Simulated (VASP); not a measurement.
# TiC (rocksalt type) (Fm-3m) in VASP: further runs

The runs below take TiC (rocksalt type) through single point, with r2SCAN.

All numbers are computed with VASP 6.6.1; they aren't measurements. Logs are shortened: lines on timing, memory, paths and dates and some standing lists are left out, and cuts for length are marked.

## 1. The cell of the first run

The structure is cubic, space group Fm-3m (No. 225). Conventional cell: a = 4.147 Å, b = 4.147 Å, c = 4.147 Å, α = 90.00°, β = 90.00°, γ = 90.00°. Ti (site symmetry m-3m) has 6 C at 2.07 Å within 2.7 Å. Within 2.7 Å of C (site symmetry m-3m) lie 6 Ti at 2.07 Å.

## 2. Single point, r2SCAN (volume scaled by 0.88)

Input file POSCAR:

```
TiC
1.0
    0.0000000000      2.0736427364      2.0736427364
    2.0736427364      0.0000000000      2.0736427364
    2.0736427364      2.0736427364      0.0000000000
Ti C
1 1
Direct
    0.0000000000      0.0000000000      0.0000000000
    0.5000000000      0.5000000000      0.5000000000
```

Input file INCAR.step1:

```
PREC     = Accurate       # precision mode
ENCUT    = 520            # plane-wave cutoff, eV
ISMEAR   = -1             # smearing method
SIGMA    = 0.1            # smearing width, eV
LREAL    = False          # projectors in reciprocal space
LASPH    = True           # aspherical terms in the spheres
NELM     = 80             # most SCF steps
NBANDS   = 15             # bands
GGA      = PE             # functional
ALGO     = Normal         # electronic algorithm
EDIFF    = 1E-4           # SCF threshold, eV
LWAVE    = True           # write WAVECAR
LCHARG   = False          # write CHGCAR
```

Input file INCAR.step2:

```
PREC     = Accurate       # precision mode
ENCUT    = 520            # plane-wave cutoff, eV
EDIFF    = 1E-7           # SCF threshold, eV
ISMEAR   = -1             # smearing method
SIGMA    = 0.1            # smearing width, eV
LREAL    = False          # projectors in reciprocal space
LASPH    = True           # aspherical terms in the spheres
NELM     = 80             # most SCF steps
ALGO     = Normal         # electronic algorithm
ISIF     = 2              # what is computed and relaxed
LWAVE    = False          # write WAVECAR
LCHARG   = False          # write CHGCAR
METAGGA  = R2SCAN         # meta-GGA
LMIXTAU  = True         
NBANDS   = 15             # bands
ISTART   = 1
```

Input file KPOINTS:

```
regular mesh
0
Gamma
  15 15 15
```

Potentials or basis: VASP PAW PBE potentials, release 64 (Ti_sv, C).

The run is started by

```bash
> cat potpaw_PBE.64/Ti_sv/POTCAR potpaw_PBE.64/C/POTCAR > POTCAR
> cp INCAR.step1 INCAR
> mpirun -np 1 vasp_std > vasp.out
> cp INCAR.step2 INCAR
> mpirun -np 1 vasp_std > vasp.out
```

OUTCAR:

```text
PREC = Accurate
   ENCUT = 520
   EDIFF = 1E-7
   ISMEAR = -1
   LREAL = False
   LASPH = True
   NELM = 80
   ISIF = 2
   METAGGA = R2SCAN
   ISTART = 1

 ion  position               nearest neighbor table
   1  0.000  0.000  0.000-   2 2.07   2 2.07   2 2.07   2 2.07   2 2.07   2 2.07
   2  0.500  0.500  0.500-   1 2.07   1 2.07   1 2.07   1 2.07   1 2.07   1 2.07

  LATTYP: Found a face centered cubic cell.
 ALAT       =     4.1472854728

  Lattice vectors:

 A1 = (   0.0000000000,   2.0736427364,   2.0736427364)
 A2 = (   2.0736427364,   0.0000000000,   2.0736427364)
 A3 = (   2.0736427364,   2.0736427364,   0.0000000000)

Analysis of symmetry for initial positions (statically):
=====================================================================
 Subroutine PRICEL returns:
 Original cell was already a primitive cell.

 Routine SETGRP: Setting up the symmetry group for a
 face centered cubic supercell.

 Subroutine GETGRP returns: Found 48 space group operations
 (whereof 48 operations were pure point group operations)
 out of a pool of 48 trial point group operations.

The static configuration has the point symmetry O_h .

Analysis of symmetry for dynamics (positions and initial velocities):
=====================================================================
 Subroutine PRICEL returns:
 Original cell was already a primitive cell.

 Routine SETGRP: Setting up the symmetry group for a
 face centered cubic supercell.

 Subroutine GETGRP returns: Found 48 space group operations
 (whereof 48 operations were pure point group operations)
 out of a pool of 48 trial point group operations.

The dynamic configuration has the point symmetry O_h .

 Subroutine INISYM returns: Found 48 space group operations
 (whereof 48 operations are pure point group operations),
 and found     1 'primitive' translations

----------------------------------------------------------------------------------------

                                     Primitive cell

  volume of cell :      17.8333

  direct lattice vectors                    reciprocal lattice vectors
     0.000000000  2.073642736  2.073642736    -0.241121574  0.241121574  0.241121574
     2.073642736  0.000000000  2.073642736     0.241121574 -0.241121574  0.241121574
     2.073642736  2.073642736  0.000000000     0.241121574  0.241121574 -0.241121574

  length of vectors
     2.932573681  2.932573681  2.932573681     0.417634817  0.417634817  0.417634817

  position of ions in fractional coordinates (direct lattice)
     0.000000000  0.000000000  0.000000000
     0.500000000  0.500000000  0.500000000

  ion indices of the primitive-cell ions
   primitive index   ion index
                 1           1
                 2           2

----------------------------------------------------------------------------------------

 KPOINTS: regular mesh

Automatic generation of k-mesh.
 Grid dimensions read from file:
 generate k-points for:   15   15   15

 Generating k-lattice:

  Cartesian coordinates                     Fractional coordinates (reciprocal lattice)
    -0.016074772  0.016074772  0.016074772     0.066666667  0.000000000  0.000000000
     0.016074772 -0.016074772  0.016074772     0.000000000  0.066666667  0.000000000
     0.016074772  0.016074772 -0.016074772     0.000000000  0.000000000  0.066666667

  Length of vectors
     0.027842321  0.027842321  0.027842321

  Shift w.r.t. Gamma in fractional coordinates (k-lattice)
     0.000000000  0.000000000  0.000000000

 Subroutine IBZKPT returns following result:
 ===========================================

 Found    120 irreducible k-points:

 Following reciprocal coordinates:
            Coordinates               Weight
  0.000000  0.000000  0.000000      1.000000
  0.066667  0.000000  0.000000      8.000000
  0.133333  0.000000  0.000000      8.000000
  0.200000  0.000000  0.000000      8.000000
  0.266667  0.000000  0.000000      8.000000
  0.333333  0.000000  0.000000      8.000000
[... 16 lines left out ...]
  0.133333  0.133333  0.000000      6.000000
  0.200000  0.133333  0.000000     24.000000
 [... further k-points ...]
   k-points           NKPTS =    120   k-points in BZ     NKDIM =    120   number of bands    NBANDS=     15
   number of dos      NEDOS =    301   number of ions     NIONS =      2
   total plane-waves  NPLWV =  13824
   dimension x,y,z NGX =    24 NGY =   24 NGZ =   24
   dimension x,y,z NGXF=    48 NGYF=   48 NGZF=   48
   ions per type =               1   1
   NGX,Y,Z   is equivalent  to a cutoff of  13.61, 13.61, 13.61 a.u.
   NGXF,Y,Z  is equivalent  to a cutoff of  27.21, 27.21, 27.21 a.u.
 SYSTEM =  unknown system
   PREC   = accura    normal or accurate (medium, high low for compatibility)
   ISTART =      1    job   : 0-new  1-cont  2-samecut
   ICHARG =      0    charge: 1-file 2-atom 10-const
   ISPIN  =      1    spin polarized calculation?
   LNONCOLLINEAR =      F non collinear calculations
   LSORBIT =      F    spin-orbit coupling
   LASPH  =      T    aspherical Exc in radial PAW
   ENCUT  =  520.0 eV  38.22 Ry    6.18 a.u.   5.45  5.45  5.45*2*pi/ulx,y,z
   NELM   =     80;   NELMIN=  2; NELMDL=  0     # of ELM steps
   EDIFF  = 0.1E-06   stopping-criterion for ELM
   LREAL  =      F    real-space projection
   EDIFFG = 0.1E-05   stopping-criterion for IOM
   NSW    =      0    number of steps for IOM
   IBRION =     -1    ionic relax: 0-MD 1-quasi-New 2-CG
   NFREE  =      0    steps in history (QN), initial steepest desc. (CG)
   ISIF   =      2    stress and relaxation
   ISYM   =      2    0-nonsym 1-usesym 2-fastsym
   POTIM  = 0.5000    time-step for ionic-motion
   TEBEG  =    0.0;   TEEND  =   0.0 temperature during run
   PSTRESS=    0.0 pullay stress
   NELECT =      16.0000    total number of electrons
   NUPDOWN=      -1.0000    fix difference up-down
   EMIN   =  10.00;   EMAX   =-10.00  energy-range for DOS
   EFERMI =   0.00;   METHOD = LEGACY
   ISMEAR =    -1;   SIGMA  =   0.10  broadening in eV -4-tet -1-fermi 0-gaus
   EFERMI_NEDOS =   21; number of points for ismear=-14 and -15
   IALGO  =     38    algorithm
   IMIX   =      4    mixing-type and parameters
     AMIX     =   0.40;   BMIX     =  1.00
     AMIX_MAG =   1.60;   BMIX_MAG =  1.00
  volume/ion in A,a.u.               =       8.92        60.17
  Fermi-wavevector in a.u.,A,eV,Ry     =   1.578959  2.983800 33.920848  2.493112
  Thomas-Fermi vector in A             =   2.679411
   LORBIT       =      0    0 simple, 1 ext, 2 COOP (PROOUT), +10 PAW based schemes
   METAGGA = R2SCAN    functional components
   LHFCALC =     F    Hartree Fock is set to
   AEXX    =    0.0000 exact exchange contribution
   IVDW    =     0    specifies the selected vdW correction
   LEPSILON=     F    determine dielectric tensor
   LRPA    =     F    only Hartree local field effects (RPA)
 non-spin polarized calculation
  energy-cutoff  :      520.00
  volume of cell :       17.83
 maximum number of plane-waves:       531
 NGX is ok and might be reduce to    24
   NGX = 11   NGY = 11   NGZ = 11

 number of electron      15.9999999 magnetization

 Free energy of the ion-electron system (eV)
  ---------------------------------------------------
  ext. energy  EPLUGINS =         0.00000000
  ---------------------------------------------------
  free energy    TOTEN  =       -24.55900507 eV

  energy without entropy =      -24.55077728  energy(sigma->0) =      -24.55489118

 E-fermi :  11.0922     XC(G=0): -14.3650

 val. band max:       11.0887455957   @ k =   0.3333   0.2667   0.0000
 cond. band min:      11.1054926480   @ k =   0.4000   0.3333   0.0000
 fundamental gap:      0.0167470523
 Fermi energy:        11.0922399144

 k-point     1 :       0.0000    0.0000    0.0000
  band No.  band energies     occupation
      1     -47.4734      2.00000
      2     -22.3625      2.00000
      3     -22.3625      2.00000
      4     -22.3625      2.00000
      5      -2.7111      2.00000
      6      12.0102      0.00021
      7      12.0102      0.00021
      8      12.0102      0.00021
      9      12.9377      0.00000
     10      12.9377      0.00000
     11      12.9377      0.00000
     12      13.1183      0.00000
     13      13.1184      0.00000
     14      24.3850      0.00000
     15      26.4489      0.00000

 k-point     2 :       0.0667    0.0000    0.0000
  band No.  band energies     occupation
      1     -47.4676      2.00000
      2     -22.4004      2.00000
      3     -22.3656      2.00000
      4     -22.3656      2.00000
      5      -2.5886      2.00000
      6      11.3505      0.14047
      7      11.5872      0.01407
      8      11.5872      0.01407
      9      12.3210      0.00001
     10      12.3210      0.00001
     11      13.3540      0.00000
     12      14.3444      0.00000
     13      14.3444      0.00000
     14      24.5666      0.00000
     15      26.5500      0.00000

 k-point     3 :       0.1333    0.0000    0.0000
  band No.  band energies     occupation
      1     -47.4513      2.00000
      2     -22.5065      2.00000
      3     -22.3742      2.00000
      4     -22.3742      2.00000
      5      -2.2316      2.00000
      6      10.2039      1.99972
      7      10.5272      1.99299
      8      10.5272      1.99299
      9      12.5306      0.00000
     10      12.5306      0.00000
     11      13.8555      0.00000
     12      15.7350      0.00000
     13      15.7350      0.00000
     14      24.9527      0.00000
     15      26.7487      0.00000
[... 343 lines left out ...]
 k-point    23 :       0.1333    0.1333    0.0000
  band No.  band energies     occupation
      1     -47.4439      2.00000
      2     -22.4942      2.00000
      3     -22.4077      2.00000
      4     -22.4077      2.00000
      5      -2.0994      2.00000
      6       9.2152      2.00000
      7      11.0324      1.29074
      8      11.0324      1.29073
      9      11.4145      0.07664
     10      13.3086      0.00000
     11      14.4828      0.00000
     12      14.4828      0.00000
     13      16.6893      0.00000
     14      25.3654      0.00000
     15      26.9466      0.00000

 k-point    24 :       0.2000    0.1333    0.0000
  band No.  band energies     occupation
      1     -47.4259      2.00000
      2     -22.5928      2.00000
      3     -22.4294      2.00000
      4     -22.4200      2.00000
      5      -1.7203      2.00000
      6       8.3762      2.00000
      7      10.2688      1.99947
      8      10.5706      1.98920
      9      11.6484      0.00766
     10      13.4265      0.00000
     11      14.8809      0.00000
     12      15.3079      0.00000
     13      17.5885      0.00000
     14      25.7990      0.00000
     15      27.0873      0.00000

 [... further k-points ...]
[... 5 lines left out ...]
  --------------------------------------------------------------------------------------
  -------------------------------------------------------------------------------------
  Total        4.9444101      4.9444101      4.9444101      0.0000000      0.0000000      0.0000000
  in kB      444.2150487    444.2150487    444.2150487      0.0000000      0.0000000      0.0000000
  external PRESSURE =     444.2150487 kB  Pullay stress =       0.0000000 kB

 VOLUME and BASIS-vectors are now :
 -----------------------------------------------------------------------------
  energy-cutoff  :      520.00
  volume of cell :       17.83
      direct lattice vectors                 reciprocal lattice vectors
     0.000000000  2.073642736  2.073642736    -0.241121574  0.241121574  0.241121574
     2.073642736  0.000000000  2.073642736     0.241121574 -0.241121574  0.241121574
     2.073642736  2.073642736  0.000000000     0.241121574  0.241121574 -0.241121574

 POSITION                                       TOTAL-FORCE (eV/Angst)
 -----------------------------------------------------------------------------------
      0.00000      0.00000      0.00000         0.000000      0.000000      0.000000
      2.07364      2.07364      2.07364        -0.000000     -0.000000     -0.000000
 -----------------------------------------------------------------------------------
    total drift:                                0.000000     -0.000000     -0.000000

  FREE ENERGIE OF THE ION-ELECTRON SYSTEM (eV)
  ---------------------------------------------------
  free  energy   TOTEN  =       -24.5590050733 eV

  energy  without entropy=      -24.5507772769  energy(sigma->0) =      -24.55489118
```

It took 5.6 min on 1 thread of AMD EPYC 7R13, shared host; peak memory 0.14 GiB.

Results:

| Item | Value |
| --- | --- |
| Free energy | -24.5590 eV |
| Pressure | 44.4 GPa |
| Band gap on the k mesh | zero (band 8 reaches 12.01 eV, above the bottom of band 9 at 10.62 eV) |

Caveat: the PAW data sets were made with another functional, which shifts forces and pressure a little.

[end of part 1 of 2]
